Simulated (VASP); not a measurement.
Write the native input for VASP 6.6.1 that does the following.

```
Task                   : single point
Functional             : LDA
Potentials or basis    : VASP PAW LDA potentials, release 64 (Mg_sv, O)
Cutoff                 : 840 eV
k mesh                 : 10 × 10 × 10
Occupations            : gaussian, width 0.01 eV
Spin                   : no spin polarisation
Dipole correction      : no
Further INCAR settings : ALGO = Normal; EDIFF = 1e-06; NBANDS = 15
```

The structure of MgO lies in POSCAR:

```
MgO
1.0
    2.0717114473      2.0717114473      0.0000000000
   -2.0717114473      2.0717114473      0.0000000000
    0.0000000000      2.0717114473      2.0717114473
Mg O
1 1
Direct
    0.0000000000      0.0000000000      0.0000000000
    0.5000000000      0.5000000000      0.0000000000
```

These files were run (other wordings do the same):

INCAR

```
SYSTEM = MgO
ALGO = Normal ; EDIFF = 1E-6
ENCUT = 840 ; GGA_COMPAT = .FALSE.
ISIF = 2 ; ISMEAR = 0
LASPH = .TRUE. ; LCHARG = .FALSE.
LREAL = .FALSE. ; LWAVE = .FALSE.
NBANDS = 15 ; NELM = 120
PREC = Accurate ; SIGMA = 0.01
```

KPOINTS

```
k-points
0
G
  10 10 10
  0 0 0
```

Potentials or basis: VASP PAW LDA potentials, release 64 (Mg_sv, O).

The run is started by

```bash
$ cat potpaw_LDA.64/Mg_sv/POTCAR potpaw_LDA.64/O/POTCAR > POTCAR
$ mpirun -np 1 vasp_std > vasp.out
```

Results of the run:

- Pressure: 2.7 GPa
- Band gap on the k mesh: 5.16 eV

It took 19 s on 1 thread of Intel(R) Xeon(R) Platinum 8259CL CPU @ 2.50GHz (Skylake/Cascade Lake), with other jobs on the host, peak memory 0.15 GiB.
